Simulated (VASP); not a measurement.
# SiC (Moissanite) (P3m1) in VASP: notebook, part 2 of 2

VASP 6.6.1.

## 3. Single point, PBE

Input file INCAR:

```
SYSTEM = SiC
ALGO = Normal
EDIFF = 1E-6
ENCUT = 520
GGA = PE
ISIF = 2
ISMEAR = 0
LASPH = .TRUE.
LCHARG = .FALSE.
LREAL = .FALSE.
LWAVE = .FALSE.
NBANDS = 16
NELM = 80
PREC = Accurate
SIGMA = 0.01
```

Input file KPOINTS:

```
k-points
0
G
  5 5 3
  0 0 0
```

Input file POSCAR:

```
SiC
1.0
    3.0760000000      0.0000000000      0.0000000000
   -1.5380000000      2.6638941400      0.0000000000
    0.0000000000      0.0000000000      5.0480000000
Si C
2 2
Direct
    0.3333333333      0.6666666667      0.0000000000
    0.6666666667      0.3333333333      0.5000000000
    0.3333333333      0.6666666667      0.3850000000
    0.6666666667      0.3333333333      0.9100000000
```

Potentials or basis: VASP PAW PBE potentials, release 64 (Si, C).

Launch:

```
cat potpaw_PBE.64/Si/POTCAR potpaw_PBE.64/C/POTCAR > POTCAR
mpirun -np 1 vasp_std > vasp.out
```

OUTCAR:

```text
SYSTEM = SiC
   EDIFF = 1E-6
   ENCUT = 520
   GGA = PE
   ISIF = 2
   ISMEAR = 0
   LASPH = .TRUE.
   LREAL = .FALSE.
   NELM = 80
   PREC = Accurate

 ion  position               nearest neighbor table
   1  0.333  0.667  0.000-   4 1.83   4 1.83   4 1.83   3 1.94   2 3.09   2 3.09   2 3.09   2 3.09
                             2 3.09   2 3.09
   2  0.667  0.333  0.500-   3 1.87   3 1.87   3 1.87   4 2.07   1 3.09   1 3.09   1 3.09   1 3.09
                             1 3.09   1 3.09
   3  0.333  0.667  0.385-   2 1.87   2 1.87   2 1.87   1 1.94
   4  0.667  0.333  0.910-   1 1.83   1 1.83   1 1.83   2 2.07

  LATTYP: Found a hexagonal cell.
 ALAT       =     3.0760000000
 C/A-ratio  =     1.6410923277

  Lattice vectors:

 A1 = (   3.0760000000,   0.0000000000,   0.0000000000)
 A2 = (  -1.5380000000,   2.6638941400,   0.0000000000)
 A3 = (   0.0000000000,   0.0000000000,   5.0480000000)

Analysis of symmetry for initial positions (statically):
=====================================================================
 Subroutine PRICEL returns:
 Original cell was already a primitive cell.

 Routine SETGRP: Setting up the symmetry group for a
 hexagonal supercell.

 Subroutine GETGRP returns: Found  6 space group operations
 (whereof  6 operations were pure point group operations)
 out of a pool of 24 trial point group operations.

The static configuration has the point symmetry C_3v.

Analysis of symmetry for dynamics (positions and initial velocities):
=====================================================================
 Subroutine PRICEL returns:
 Original cell was already a primitive cell.

 Routine SETGRP: Setting up the symmetry group for a
 hexagonal supercell.

 Subroutine GETGRP returns: Found  6 space group operations
 (whereof  6 operations were pure point group operations)
 out of a pool of 24 trial point group operations.

The dynamic configuration has the point symmetry C_3v.

 Subroutine INISYM returns: Found  6 space group operations
 (whereof  6 operations are pure point group operations),
 and found     1 'primitive' translations

----------------------------------------------------------------------------------------

                                     Primitive cell

  volume of cell :      41.3640

  direct lattice vectors                    reciprocal lattice vectors
     3.076000000  0.000000000  0.000000000     0.325097529  0.187695146  0.000000000
    -1.538000000  2.663894140  0.000000000     0.000000000  0.375390292  0.000000000
     0.000000000  0.000000000  5.048000000     0.000000000  0.000000000  0.198098257

  length of vectors
     3.076000000  3.075999998  5.048000000     0.375390292  0.375390292  0.198098257

  position of ions in fractional coordinates (direct lattice)
     0.333333333  0.666666667  0.000000000
     0.666666667  0.333333333  0.500000000
     0.333333333  0.666666667  0.385000000
     0.666666667  0.333333333  0.910000000

  ion indices of the primitive-cell ions
   primitive index   ion index
                 1           1
                 2           2
[... 30 lines left out ...]
            Coordinates               Weight
  0.000000  0.000000  0.000000      1.000000
  0.200000 -0.000000  0.000000      6.000000
  0.400000  0.000000  0.000000      6.000000
  0.200000  0.200000  0.000000      6.000000
  0.400000  0.200000  0.000000      6.000000
  0.000000  0.000000  0.333333      2.000000
  0.200000 -0.000000  0.333333      6.000000
  0.000000  0.200000  0.333333      6.000000
  0.400000  0.000000  0.333333      6.000000
  0.000000  0.400000  0.333333      6.000000
  0.200000  0.200000  0.333333     12.000000
  0.400000  0.200000  0.333333     12.000000
   k-points           NKPTS =     12   k-points in BZ     NKDIM =     12   number of bands    NBANDS=     16
   number of dos      NEDOS =    301   number of ions     NIONS =      4
   total plane-waves  NPLWV =  23040
   dimension x,y,z NGX =    24 NGY =   24 NGZ =   40
   dimension x,y,z NGXF=    48 NGYF=   48 NGZF=   80
   ions per type =               2   2
   NGX,Y,Z   is equivalent  to a cutoff of  12.97, 12.97, 13.17 a.u.
   NGXF,Y,Z  is equivalent  to a cutoff of  25.94, 25.94, 26.35 a.u.
 SYSTEM =  SiC
   PREC   = accura    normal or accurate (medium, high low for compatibility)
   ISTART =      0    job   : 0-new  1-cont  2-samecut
   ICHARG =      2    charge: 1-file 2-atom 10-const
   ISPIN  =      1    spin polarized calculation?
   LNONCOLLINEAR =      F non collinear calculations
   LSORBIT =      F    spin-orbit coupling
   LASPH  =      T    aspherical Exc in radial PAW
   ENCUT  =  520.0 eV  38.22 Ry    6.18 a.u.   5.72  5.72  9.39*2*pi/ulx,y,z
   NELM   =     80;   NELMIN=  2; NELMDL= -5     # of ELM steps
   EDIFF  = 0.1E-05   stopping-criterion for ELM
   LREAL  =      F    real-space projection
   EDIFFG = 0.1E-04   stopping-criterion for IOM
   NSW    =      0    number of steps for IOM
   IBRION =     -1    ionic relax: 0-MD 1-quasi-New 2-CG
   NFREE  =      0    steps in history (QN), initial steepest desc. (CG)
   ISIF   =      2    stress and relaxation
   ISYM   =      2    0-nonsym 1-usesym 2-fastsym
   POTIM  = 0.5000    time-step for ionic-motion
   TEBEG  =    0.0;   TEEND  =   0.0 temperature during run
   PSTRESS=    0.0 pullay stress
   NELECT =      16.0000    total number of electrons
   NUPDOWN=      -1.0000    fix difference up-down
   EMIN   =  10.00;   EMAX   =-10.00  energy-range for DOS
   EFERMI =   0.00;   METHOD = LEGACY
   ISMEAR =     0;   SIGMA  =   0.01  broadening in eV -4-tet -1-fermi 0-gaus
   EFERMI_NEDOS =   21; number of points for ismear=-14 and -15
   IALGO  =     38    algorithm
   IMIX   =      4    mixing-type and parameters
     AMIX     =   0.40;   BMIX     =  1.00
     AMIX_MAG =   1.60;   BMIX_MAG =  1.00
  volume/ion in A,a.u.               =      10.34        69.78
  Fermi-wavevector in a.u.,A,eV,Ry     =   1.192817  2.254098 19.358549  1.422813
  Thomas-Fermi vector in A             =   2.328847
   LORBIT       =      0    0 simple, 1 ext, 2 COOP (PROOUT), +10 PAW based schemes
   GGA     = PE    functional components
   LHFCALC =     F    Hartree Fock is set to
   AEXX    =    0.0000 exact exchange contribution
   IVDW    =     0    specifies the selected vdW correction
   LEPSILON=     F    determine dielectric tensor
   LRPA    =     F    only Hartree local field effects (RPA)
 non-spin polarized calculation
 Gauss-broadening in eV      SIGMA  =   0.01
  energy-cutoff  :      520.00
  volume of cell :       41.36
 maximum number of plane-waves:      1118
 NGX is ok and might be reduce to    24
   NGX = 11   NGY = 11   NGZ = 19

 number of electron      16.0000000 magnetization

 Free energy of the ion-electron system (eV)
  ---------------------------------------------------
  ext. energy  EPLUGINS =         0.00000000
  ---------------------------------------------------
  free energy    TOTEN  =       -29.78763443 eV

  energy without entropy =      -29.78763443  energy(sigma->0) =      -29.78763443

 E-fermi :   8.7983     XC(G=0): -11.3442

 val. band max:        8.7473562591   @ k =   0.0000   0.0000   0.0000
 cond. band min:      11.1720409937   @ k =   0.4000   0.0000   0.0000
 fundamental gap:      2.4246847347
 Fermi energy:         8.7982794779

 k-point     1 :       0.0000    0.0000    0.0000
  band No.  band energies     occupation
      1      -7.3296      2.00000
      2      -3.8820      2.00000
      3      -0.0938      2.00000
      4       6.7088      2.00000
      5       6.7088      2.00000
      6       8.0099      2.00000
[... 205 lines left out ...]
      3       0.1303      2.00000
      4       0.8287      2.00000
      5       2.8919      2.00000
      6       4.1317      2.00000
[... 8 lines left out ...]
     15      20.3060      0.00000
     16      20.8906      0.00000

------------------------ aborting loop because EDIFF is reached ----------------------------------------

  FORCE on cell =-STRESS in cart. coord.  units (eV):
  Direction    XX          YY          ZZ          XY          YZ          ZX
  --------------------------------------------------------------------------------------
  -------------------------------------------------------------------------------------
  Total        2.1240659      2.1240659     -0.2648469     -0.0000000      0.0000000      0.0000000
  in kB       82.2727333     82.2727332    -10.2584745     -0.0000000      0.0000000      0.0000000
  external PRESSURE =      51.4289973 kB  Pullay stress =       0.0000000 kB

 VOLUME and BASIS-vectors are now :
 -----------------------------------------------------------------------------
  energy-cutoff  :      520.00
  volume of cell :       41.36
      direct lattice vectors                 reciprocal lattice vectors
     3.076000000  0.000000000  0.000000000     0.325097529  0.187695146  0.000000000
    -1.538000000  2.663894140  0.000000000     0.000000000  0.375390292  0.000000000
     0.000000000  0.000000000  5.048000000     0.000000000  0.000000000  0.198098257

 POSITION                                       TOTAL-FORCE (eV/Angst)
 -----------------------------------------------------------------------------------
     -0.00000      1.77593      0.00000        -0.000000      0.000000      1.681167
      1.53800      0.88796      2.52400        -0.000000      0.000000      1.135378
     -0.00000      1.77593      1.94348        -0.000000      0.000000      0.073934
      1.53800      0.88796      4.59368         0.000000     -0.000000     -2.890479
 -----------------------------------------------------------------------------------
    total drift:                               -0.000000      0.000000     -0.000400

  FREE ENERGIE OF THE ION-ELECTRON SYSTEM (eV)
  ---------------------------------------------------
  free  energy   TOTEN  =       -29.7876344264 eV

  energy  without entropy=      -29.7876344264  energy(sigma->0) =      -29.78763443
```

OSZICAR:

```text
N       E                     dE             d eps       ncg     rms          rms(c)
DAV:   1     0.254513686550E+02    0.25451E+02   -0.70659E+03   384   0.891E+02
DAV:   2    -0.313094319485E+02   -0.56761E+02   -0.52221E+02   568   0.160E+02
DAV:   3    -0.336317548459E+02   -0.23223E+01   -0.23140E+01   480   0.300E+01
DAV:   4    -0.336482674504E+02   -0.16513E-01   -0.16510E-01   496   0.309E+00
DAV:   5    -0.336484379669E+02   -0.17052E-03   -0.17051E-03   488   0.296E-01    0.127E+01
DAV:   6    -0.298802424085E+02    0.37682E+01   -0.67491E+00   488   0.160E+01    0.569E+00
DAV:   7    -0.298056386402E+02    0.74604E-01   -0.11100E+00   552   0.620E+00    0.254E+00
DAV:   8    -0.297883649807E+02    0.17274E-01   -0.42295E-02   424   0.135E+00    0.673E-01
DAV:   9    -0.297872668606E+02    0.10981E-02   -0.70866E-03   512   0.586E-01    0.127E-01
DAV:  10    -0.297875936530E+02   -0.32679E-03   -0.90695E-04   472   0.180E-01    0.572E-02
DAV:  11    -0.297876337752E+02   -0.40122E-04   -0.72580E-05   488   0.618E-02    0.157E-02
DAV:  12    -0.297876344264E+02   -0.65123E-06   -0.63590E-06   504   0.173E-02
   1 F= -.29787634E+02 E0= -.29787634E+02  d E =-.411482E-15
```

It took 3.7 s on 1 thread of Intel Xeon 6975P-C, shared host; peak memory 0.15 GiB.

Results:

```yaml
Free_energy: -29.7876 eV
Pressure: 5.1 GPa
Largest_force: 2.890 eV/Å
Band_gap_on_the_k_mesh: 2.42 eV, indirect (least direct gap 4.28 eV)
```

Forces on the atoms (eV/Å):
```
Si   0.000  0.000  1.681
Si   0.000  0.000  1.135
C    0.000  0.000  0.074
C    0.000  0.000 -2.890
```

Caveat: the k points lie up to 0.47 Å⁻¹ apart; forces of over 1 eV/Å act on the atoms, so gaps and moduli don't describe the material at rest. A k mesh can miss the band edges.
